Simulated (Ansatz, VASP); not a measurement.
# Two plane-wave programs on ZnS

```
Zn S
1.0
    -2.72156   -2.72156    0.00000
     2.72156   -2.72156    0.00000
    -2.26815    0.00000   10.88626
Zn S
4 4
Direct
  0.60934 0.39066 0.93750
  0.42187 0.57813 0.18750
  0.81769 0.18231 0.43750
  0.21352 0.78648 0.68750
  0.36978 0.13022 0.31250
  0.76561 0.73439 0.56250
  0.16143 0.33857 0.81250
  0.97396 0.52604 0.06250
```

Alike in both runs: task single point; functional PBE; k mesh 7 × 7 × 3; occupations gaussian, width 0.05 eV; no spin polarisation.

|  | VASP | Ansatz |
| --- | --- | --- |
| version | VASP 6.6.1 | Ansatz 0.2.0 |
| potentials or method | VASP PAW PBE potentials, release 64 (Zn, S), cutoff 520 eV | scalar-relativistic, plane waves, PAW |
| valence electrons in the cell | 72 | 72 |

|  | VASP | Ansatz | Ansatz less VASP |
| --- | --- | --- | --- |
| gap on the k mesh at the Fermi level (eV) | 0.56 | 0.57 | +0.003 |
| least direct gap on the mesh (eV) | 0.56 | 0.57 | +0.003 |
| pressure (GPa) | 3.7 | 3.5 | -0.16 |
| traceless stress, the component that is largest in VASP (GPa) | 6.73 | 6.73 | -0.004 |
| rms of the force components (eV/Å) | 0.888 | 0.884 | -0.0038 |

Atom by atom the forces differ by 0.007 eV/Å (rms over components).
